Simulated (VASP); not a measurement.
Here is a VASP 6.6.1 calculation.

INCAR

```
SYSTEM = Li
PREC = Accurate ; ENCUT = 520
EDIFF = 1E-7 ; ISMEAR = -1
SIGMA = 0.008617333262145177 ; LREAL = .FALSE.
LASPH = .TRUE. ; NELM = 60
ALGO = Normal ; ISIF = 2
LWAVE = .FALSE. ; LCHARG = .FALSE.
GGA = PE ; NBANDS = 12
```

The input KPOINTS:

```
Automatic mesh
0
G
  6 6 6
  0 0 0
```

The input POSCAR:

```
Li
1.0
    1.5504989657      0.8951809952      7.5883000000
   -1.5504989657      0.8951809952      7.5883000000
    0.0000000000     -1.7903619905      7.5883000000
Li
3
Direct
    0.0000000000      0.0000000000      0.0000000000
    0.2220000000      0.2220000000      0.2220000000
    0.7780000000      0.7780000000      0.7780000000
```

Potentials or basis: VASP PAW PBE potentials, release 64 (Li_sv).

Command:

```sh
$ cat potpaw_PBE.64/Li_sv/POTCAR > POTCAR
$ mpirun -np 1 vasp_std > vasp.out
```

Q: Estimate the largest force.

A: 0.004 eV/Å.

Forces on the atoms (eV/Å):
```
Li   0.000  0.000  0.000
Li   0.000  0.000  0.004
Li   0.000  0.000 -0.004
```

Caveat: the k points lie up to 0.39 Å⁻¹ apart.
